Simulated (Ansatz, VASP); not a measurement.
## One calculation of Ca, two programs

```xyz
1
Lattice="0.0000 2.7942 2.7942 2.7942 0.0000 2.7942 2.7942 2.7942 0.0000" Properties=species:S:1:pos:R:3 pbc="T T T"
Ca    0.0000    0.0000    0.0000
```

Alike in both runs: task single point; functional PBE; dispersion D4; k mesh 8 × 8 × 8; occupations tetrahedron; no spin polarisation.

|  | VASP | Ansatz |
| --- | --- | --- |
| version | VASP 6.6.1 | Ansatz 0.2.0 |
| potentials or method | VASP PAW PBE potentials, release 64 (Ca_sv), cutoff 520 eV | all-electron LAPW, point nuclei |

|  | VASP | Ansatz | Ansatz less VASP |
| --- | --- | --- | --- |
| gap on the k mesh at the Fermi level (eV) | none | none | - |
| pressure (GPa) | -1.3 | -1.3 | 0.00 |

A gap of «none» marks a metal or a gap that the smearing closes. Ansatz ran all-electron here, and VASP with PAW potentials.
